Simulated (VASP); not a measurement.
In3O:

```xyz
4
Lattice="5.2267 0.0000 0.0000 -2.6134 4.5265 0.0000 0.0000 0.0000 4.3761" Properties=species:S:1:pos:R:3 pbc="T T T"
In    0.0000    3.0177    0.0000
In    2.6134    1.5088    0.0000
In    0.0000    0.0000    2.1881
O     0.0000    0.0000    0.0000
```

```yaml
Program: VASP 6.6.1
Task: relaxation of cell and atoms
Functional: PBE
Potentials_or_basis: VASP PAW PBE potentials, release 64 (In_d, O)
Cutoff: 600 eV
k_mesh: 12 × 12 × 10
Occupations: gaussian, width 0.1 eV
Spin: no spin polarisation
```

At the start: pressure -0.0 GPa; volume 25.88 Å³/atom.

Q: Where does the relaxation end?

A: Over 5 steps the energy falls by 2.6 meV/atom and the volume is 26.12 Å³/atom (+0.9 %); space group P6/mmm (No. 191, to 0.05 Å).

Step by step:
```
step  energy change (eV)  largest force (eV/Å)  pressure (GPa)  volume (Å³)
   1              0.0000                0.0000           -0.04       103.53
   2             -0.0052                0.0000            0.11       103.42
   3             -0.0078                0.0000            0.59       103.11
   4             -0.0087                0.0000            0.41       103.22
   5             -0.0105                0.0000            0.03       104.48
```

Final structure:
```
CELL_PARAMETERS angstrom
5.30409 0.00000 0.00000
-2.65204 4.59347 0.00000
0.00000 0.00000 4.28818
ATOMIC_POSITIONS crystal
In 0.33333 0.66667 0.00000
In 0.66667 0.33333 0.00000
In 0.00000 0.00000 0.50000
O 0.00000 0.00000 0.00000
```

Caveat: an odd number of electrons without spin polarisation forces a metal; a magnetic or distorted state may lie lower.
